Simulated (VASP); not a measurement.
# TlRh4 (I-43m) in VASP: relaxation of cell and atoms with PBE

Aim: the relaxation of cell and atoms of TlRh4 with PBE.

Program: VASP 6.6.1. These are calculated values, not measurements. Logs are shortened: lines on timing, memory, paths and dates and some standing lists are left out, and cuts for length are marked.

## (1) The cell of the first run

Symmetry: I-43m, No. 217, cubic system. Conventional cell: a = 5.826 Å, b = 5.826 Å, c = 5.826 Å, α = 90.00°, β = 90.00°, γ = 90.00°. Within 2.5 Å of Tl (site symmetry -43m) lie 4 Rh at 1.86 Å. Rh (site symmetry 3m) has 1 Tl at 1.86 Å within 2.5 Å.

The cell was built from a structure type or drawn by symmetry, and may not be a known phase.

## (2) Relaxation of cell and atoms, PBE

The input, INCAR:

```
ALGO = Normal
EDIFF = 1E-7
EDIFFG = -0.04
ENCUT = 600
GGA = PE
IBRION = 2
ISIF = 3
ISMEAR = 0
LASPH = True
LCHARG = False
LREAL = False
LWAVE = False
NELM = 100
NSW = 90
PREC = Accurate
SIGMA = 0.1
```

The input, KPOINTS:

```
k-points
0
Gamma
  4 4 4
```

The input, POSCAR:

```
TlRh4
1.0
   -2.9127727200      2.9127727200      2.9127727200
    2.9127727200     -2.9127727200      2.9127727200
    2.9127727200      2.9127727200     -2.9127727200
Tl Rh
1 4
Direct
    0.0000000000      0.0000000000      0.0000000000
    0.0000000000      0.6305807800      0.0000000000
    0.3694192200      0.3694192200      0.3694192200
    0.0000000000      0.0000000000      0.6305807800
    0.6305807800      0.0000000000      0.0000000000
```

Potentials or basis: VASP PAW PBE potentials, release 64 (Tl_d, Rh_pv).

Command:

```sh
> cat potpaw_PBE.64/Tl_d/POTCAR potpaw_PBE.64/Rh_pv/POTCAR > POTCAR
> mpirun -np 1 vasp_std > vasp.out
```

OUTCAR:

```text
EDIFF = 1E-7
   EDIFFG = -0.04
   ENCUT = 600
   GGA = PE
   IBRION = 2
   ISIF = 3
   ISMEAR = 0
   LASPH = True
   LREAL = False
   NELM = 100
   NSW = 90
   PREC = Accurate

 ion  position               nearest neighbor table
   1  0.000  0.000  0.000-   2 1.86   3 1.86   4 1.86   5 1.86   2 3.18   4 3.18   5 3.18   3 3.18

   2  0.000  0.631  0.000-   1 1.86   3 3.04   4 3.04   5 3.04   3 3.11   5 3.11   4 3.11   5 3.11
                             4 3.11   3 3.11   1 3.18
   3  0.369  0.369  0.369-   1 1.86   2 3.04   5 3.04   4 3.04   2 3.11   5 3.11   4 3.11   4 3.11
                             5 3.11   2 3.11   1 3.18
   4  0.000  0.000  0.631-   1 1.86   3 3.04   2 3.04   5 3.04   5 3.11   3 3.11   2 3.11   2 3.11
                             5 3.11   3 3.11   1 3.18
   5  0.631  0.000  0.000-   1 1.86   3 3.04   2 3.04   4 3.04   3 3.11   2 3.11   4 3.11   2 3.11
                             4 3.11   3 3.11   1 3.18

 -----------------------------------------------------------------------------
|                                                                             |
|           W    W    AA    RRRRR   N    N  II  N    N   GGGG   !!!           |
|           W    W   A  A   R    R  NN   N  II  NN   N  G    G  !!!           |
|           W    W  A    A  R    R  N N  N  II  N N  N  G       !!!           |
|           W WW W  AAAAAA  RRRRR   N  N N  II  N  N N  G  GGG   !            |
|           WW  WW  A    A  R   R   N   NN  II  N   NN  G    G                |
|           W    W  A    A  R    R  N    N  II  N    N   GGGG   !!!           |
|                                                                             |
|     The distance between some ions is very small. Please check the          |
|     nearest-neighbor list in the OUTCAR file.                               |
|     I HOPE YOU KNOW WHAT YOU ARE DOING!                                     |
|                                                                             |
 -----------------------------------------------------------------------------

  LATTYP: Found a body centered cubic cell.
 ALAT       =     5.8255454400

  Lattice vectors:

 A1 = (  -2.9127727200,   2.9127727200,   2.9127727200)
 A2 = (   2.9127727200,  -2.9127727200,   2.9127727200)
 A3 = (   2.9127727200,   2.9127727200,  -2.9127727200)

Analysis of symmetry for initial positions (statically):
=====================================================================
 Subroutine PRICEL returns:
 Original cell was already a primitive cell.

 Routine SETGRP: Setting up the symmetry group for a
 body centered cubic supercell.

 Subroutine GETGRP returns: Found 24 space group operations
 (whereof 24 operations were pure point group operations)
 out of a pool of 48 trial point group operations.

The static configuration has the point symmetry T_d .

Analysis of symmetry for dynamics (positions and initial velocities):
=====================================================================
 Subroutine PRICEL returns:
 Original cell was already a primitive cell.

 Routine SETGRP: Setting up the symmetry group for a
 body centered cubic supercell.

 Subroutine GETGRP returns: Found 24 space group operations
 (whereof 24 operations were pure point group operations)
 out of a pool of 48 trial point group operations.

The dynamic configuration has the point symmetry T_d .

 Subroutine INISYM returns: Found 24 space group operations
 (whereof 24 operations are pure point group operations),
 and found     1 'primitive' translations

----------------------------------------------------------------------------------------

                                     Primitive cell

  volume of cell :      98.8507

  direct lattice vectors                    reciprocal lattice vectors
    -2.912772720  2.912772720  2.912772720     0.000000000  0.171657746  0.171657746
     2.912772720 -2.912772720  2.912772720     0.171657746  0.000000000  0.171657746
     2.912772720  2.912772720 -2.912772720     0.171657746  0.171657746  0.000000000

  length of vectors
     5.045070342  5.045070342  5.045070342     0.242760713  0.242760713  0.242760713

  position of ions in fractional coordinates (direct lattice)
     0.000000000  0.000000000  0.000000000
     0.000000000  0.630580780  0.000000000
     0.369419220  0.369419220  0.369419220
     0.000000000  0.000000000  0.630580780
     0.630580780  0.000000000  0.000000000

  ion indices of the primitive-cell ions
   primitive index   ion index
                 1           1
                 2           2
                 3           3
                 4           4
                 5           5

----------------------------------------------------------------------------------------

 KPOINTS: k-points

Automatic generation of k-mesh.
 Grid dimensions read from file:
 generate k-points for:    4    4    4

 Generating k-lattice:

  Cartesian coordinates                     Fractional coordinates (reciprocal lattice)
     0.000000000  0.042914437  0.042914437     0.250000000  0.000000000  0.000000000
     0.042914437  0.000000000  0.042914437     0.000000000  0.250000000  0.000000000
     0.042914437  0.042914437  0.000000000     0.000000000  0.000000000  0.250000000

  Length of vectors
     0.060690178  0.060690178  0.060690178

  Shift w.r.t. Gamma in fractional coordinates (k-lattice)
     0.000000000  0.000000000  0.000000000

 Subroutine IBZKPT returns following result:
 ===========================================

 Found      8 irreducible k-points:

 Following reciprocal coordinates:
            Coordinates               Weight
  0.000000  0.000000  0.000000      1.000000
  0.250000  0.000000  0.000000     12.000000
  0.500000  0.000000  0.000000      6.000000
  0.250000  0.250000  0.000000     24.000000
  0.250000  0.250000  0.250000      2.000000
 -0.250000  0.250000  0.250000      6.000000
  0.500000  0.500000  0.250000     12.000000
  0.500000  0.500000  0.500000      1.000000
   k-points           NKPTS =      8   k-points in BZ     NKDIM =      8   number of bands    NBANDS=     43
   number of dos      NEDOS =    301   number of ions     NIONS =      5
   total plane-waves  NPLWV =  64000
   dimension x,y,z NGX =    40 NGY =   40 NGZ =   40
   dimension x,y,z NGXF=    80 NGYF=   80 NGZF=   80
   ions per type =               1   4
   NGX,Y,Z   is equivalent  to a cutoff of  13.18, 13.18, 13.18 a.u.
   NGXF,Y,Z  is equivalent  to a cutoff of  26.36, 26.36, 26.36 a.u.
 SYSTEM =  unknown system
   PREC   = accura    normal or accurate (medium, high low for compatibility)
   ISTART =      0    job   : 0-new  1-cont  2-samecut
   ICHARG =      2    charge: 1-file 2-atom 10-const
   ISPIN  =      1    spin polarized calculation?
   LNONCOLLINEAR =      F non collinear calculations
   LSORBIT =      F    spin-orbit coupling
   LASPH  =      T    aspherical Exc in radial PAW
   ENCUT  =  600.0 eV  44.10 Ry    6.64 a.u.  10.08 10.08 10.08*2*pi/ulx,y,z
   NELM   =    100;   NELMIN=  2; NELMDL= -5     # of ELM steps
   EDIFF  = 0.1E-06   stopping-criterion for ELM
   LREAL  =      F    real-space projection
   EDIFFG = -.4E-01   stopping-criterion for IOM
   NSW    =     90    number of steps for IOM
   IBRION =      2    ionic relax: 0-MD 1-quasi-New 2-CG
   NFREE  =      1    steps in history (QN), initial steepest desc. (CG)
   ISIF   =      3    stress and relaxation
   ISYM   =      2    0-nonsym 1-usesym 2-fastsym
   POTIM  = 0.5000    time-step for ionic-motion
   TEBEG  =    0.0;   TEEND  =   0.0 temperature during run
   PSTRESS=    0.0 pullay stress
   NELECT =      73.0000    total number of electrons
   NUPDOWN=      -1.0000    fix difference up-down
   EMIN   =  10.00;   EMAX   =-10.00  energy-range for DOS
   EFERMI =   0.00;   METHOD = LEGACY
   ISMEAR =     0;   SIGMA  =   0.10  broadening in eV -4-tet -1-fermi 0-gaus
   EFERMI_NEDOS =   21; number of points for ismear=-14 and -15
   IALGO  =     38    algorithm
   IMIX   =      4    mixing-type and parameters
     AMIX     =   0.40;   BMIX     =  1.00
     AMIX_MAG =   1.60;   BMIX_MAG =  1.00
  volume/ion in A,a.u.               =      19.77       133.42
  Fermi-wavevector in a.u.,A,eV,Ry     =   1.479753  2.796327 29.792249  2.189669
  Thomas-Fermi vector in A             =   2.593872
   LORBIT       =      0    0 simple, 1 ext, 2 COOP (PROOUT), +10 PAW based schemes
   GGA     = PE    functional components
   LHFCALC =     F    Hartree Fock is set to
   AEXX    =    0.0000 exact exchange contribution
   IVDW    =     0    specifies the selected vdW correction
   LEPSILON=     F    determine dielectric tensor
   LRPA    =     F    only Hartree local field effects (RPA)
 conjugate gradient relaxation of ions
 non-spin polarized calculation
 Gauss-broadening in eV      SIGMA  =   0.10
  energy-cutoff  :      600.00
  volume of cell :       98.85
 maximum number of plane-waves:      3352
   NGX = 21   NGY = 21   NGZ = 21

--------------------------------------- Ionic step        1  -------------------------------------------

 number of electron      73.0000004 magnetization

 Free energy of the ion-electron system (eV)
  ---------------------------------------------------
  ext. energy  EPLUGINS =         0.00000000
  ---------------------------------------------------
  free energy    TOTEN  =         6.85920441 eV

  energy without entropy =        6.90386781  energy(sigma->0) =        6.88153611

------------------------ aborting loop because EDIFF is reached ----------------------------------------

  FORCE on cell =-STRESS in cart. coord.  units (eV):
  Direction    XX          YY          ZZ          XY          YZ          ZX
  --------------------------------------------------------------------------------------
  -------------------------------------------------------------------------------------
  Total       74.6047314     74.6047314     74.6047314     -0.0000000      0.0000000     -0.0000000
  in kB     1209.1972941   1209.1972941   1209.1972941     -0.0000000      0.0000000     -0.0000000
  external PRESSURE =    1209.1972941 kB  Pullay stress =       0.0000000 kB
[... 851 lines left out ...]
     42       4.8387      0.00000
     43       4.8387      0.00000

[... ionic steps 4 to 10 ...]

--------------------------------------- Ionic step       11  -------------------------------------------

 number of electron      73.0000005 magnetization

------------------------ aborting loop because EDIFF is reached ----------------------------------------
[... 73 lines left out ...]
--------------------------------------- Ionic step       13  -------------------------------------------

 number of electron      73.0000027 magnetization

 Free energy of the ion-electron system (eV)
  ---------------------------------------------------
  ext. energy  EPLUGINS =         0.00000000
  ---------------------------------------------------
  free energy    TOTEN  =       -24.36951537 eV

  energy without entropy =      -24.31646711  energy(sigma->0) =      -24.34299124

 E-fermi :   6.4310     XC(G=0): -11.3595

 val. band max:        6.3952094099   @ k =   0.5000   0.0000   0.0000
 cond. band min:       6.4570190901   @ k =   0.5000   0.5000   0.2500
 fundamental gap:      0.0618096802
 Fermi energy:         6.4309906577
[... 398 lines left out ...]
  FREE ENERGIE OF THE ION-ELECTRON SYSTEM (eV)
  ---------------------------------------------------
  free  energy   TOTEN  =       -24.3695153675 eV

  energy  without entropy=      -24.3164671124  energy(sigma->0) =      -24.34299124

 reached required accuracy - stopping structural energy minimisation
```

It took 8.4 min on 1 thread of Intel Xeon Platinum 8375C at 2.90GHz (Ice Lake), shared host; peak memory 0.26 GiB.

What came out:

| Quantity | Value |
| --- | --- |
| Free energy | -24.3695 eV |
| Relaxed volume | 20.67 Å³/atom |
| Relaxed cell | a = 5.120 Å, b = 5.120 Å, c = 5.120 Å, α = 109.47°, β = 109.47°, γ = 109.47° |
| Space group after relaxing (to 0.1 Å) | Im-3m (No. 229) |
| Energy gained by relaxing | 6245.7 meV/atom |
| Ionic steps | 13 |
| Pressure after relaxing | 0.3 GPa |
| Largest force after relaxing | 0.024 eV/Å |
| Band gap on the k mesh | zero (an odd number of electrons rules out a gap without spin polarisation) |

Forces on the atoms (eV/Å):
```
Tl   0.000  0.000  0.000
Rh   0.014 -0.014  0.014
Rh  -0.014 -0.014 -0.014
Rh   0.014  0.014 -0.014
Rh  -0.014  0.014  0.014
```

Step by step:
```csv
step,energy change (eV),largest force (eV/Å),pressure (GPa),volume (Å³)
1,0.0000,33.8428,120.92,98.85
2,-13.2349,0.6940,-14.22,502.84
3,-22.8026,0.2456,-8.60,212.65
4,-23.3605,0.3206,-9.35,203.54
5,-28.2833,0.6624,-13.72,144.95
6,-30.5514,0.0357,-10.97,120.44
7,-30.9435,1.2270,-4.18,109.29
8,-30.9475,1.0731,-5.10,110.33
9,-30.9475,1.1088,-4.89,110.08
10,-31.1906,0.5376,2.04,101.91
11,-31.1907,0.5392,2.01,101.93
12,-31.2285,0.0685,0.18,103.44
13,-31.2287,0.0245,0.30,103.33
```

Final structure:
```cif
data_structure
_symmetry_space_group_name_H-M 'P 1'
_symmetry_Int_Tables_number 1
_cell_length_a 5.1201
_cell_length_b 5.1201
_cell_length_c 5.1201
_cell_angle_alpha 109.471
_cell_angle_beta 109.471
_cell_angle_gamma 109.471
_cell_volume 103.33
loop_
_atom_site_label
_atom_site_type_symbol
_atom_site_fract_x
_atom_site_fract_y
_atom_site_fract_z
_atom_site_occupancy
Tl1 Tl 0.00000 0.00000 0.00000 1
Rh1 Rh 0.00000 0.49975 0.00000 1
Rh2 Rh 0.50025 0.50025 0.50025 1
Rh3 Rh 0.00000 0.00000 0.49975 1
Rh4 Rh 0.49975 0.00000 0.00000 1
```

Caveat: the k points lie up to 0.38 Å⁻¹ apart in the final cell, too coarse for converged energies and pressures of a metal; spin-orbit coupling is left out, which moves the levels of the heavy elements.
